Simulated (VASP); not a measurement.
Wanted: the native input for a VASP 6.6.1 run.

```yaml
Task: single point
Functional: r2SCAN
Potentials_or_basis: VASP PAW PBE potentials, release 64 (Pb_d, S)
Cutoff: 520 eV
k_mesh: 8 × 8 × 8
Occupations: fermi-dirac, width 0.05 eV
Spin: no spin polarisation
Dipole_correction: no
Further_INCAR_settings: ALGO = Normal; EDIFF = 1e-06; NBANDS = 17
```

Crystal: PbS.

```
Pb S
1.0
     2.14046    1.23580    3.49734
    -2.14046    1.23580    3.49734
     0.00000   -2.47159    3.49734
Pb S
1 1
Direct
  0.98057 0.98057 0.98057
  0.47504 0.47504 0.47504
```

One way to write it, as run:

POSCAR

```
PbS
1.0
    2.1404630743      1.2357969321      3.4973414117
   -2.1404630743      1.2357969321      3.4973414117
    0.0000000000     -2.4715938643      3.4973414117
Pb S
1 1
Direct
    0.9805657800      0.9805657800      0.9805657800
    0.4750355500      0.4750355500      0.4750355500
```

INCAR.step1

```
PREC = Accurate
ENCUT = 520
ISMEAR = -1
SIGMA = 0.05
LREAL = False
LASPH = True
NELM = 100
NBANDS = 17
GGA = PE
ALGO = Normal
EDIFF = 1E-4
LWAVE = True
LCHARG = False
```

INCAR.step2

```
PREC = Accurate
ENCUT = 520
EDIFF = 1E-6
ISMEAR = -1
SIGMA = 0.05
LREAL = False
LASPH = True
NELM = 100
ALGO = Normal
ISIF = 2
LWAVE = False
LCHARG = False
METAGGA = R2SCAN
LMIXTAU = True
NBANDS = 17
ISTART = 1
```

KPOINTS

```
Automatic mesh
0
Gamma
  8 8 8
```

Potentials or basis: VASP PAW PBE potentials, release 64 (Pb_d, S).

Launch:

```sh
$ cat potpaw_PBE.64/Pb_d/POTCAR potpaw_PBE.64/S/POTCAR > POTCAR
$ cp INCAR.step1 INCAR
$ mpirun -np 1 vasp_std > vasp.out
$ cp INCAR.step2 INCAR
$ mpirun -np 1 vasp_std > vasp.out
```

It gave:

- Pressure: -2.1 GPa
- Largest force: 0.009 eV/Å
- Band gap on the k mesh: 0.85 eV

Caveat: the PAW data sets were made with another functional, which shifts forces and pressure a little; spin-orbit coupling is left out, which moves the levels of the heavy elements.

It took 2.6 min on 1 thread of Intel Xeon 8259CL (shared host), peak memory 0.22 GiB.
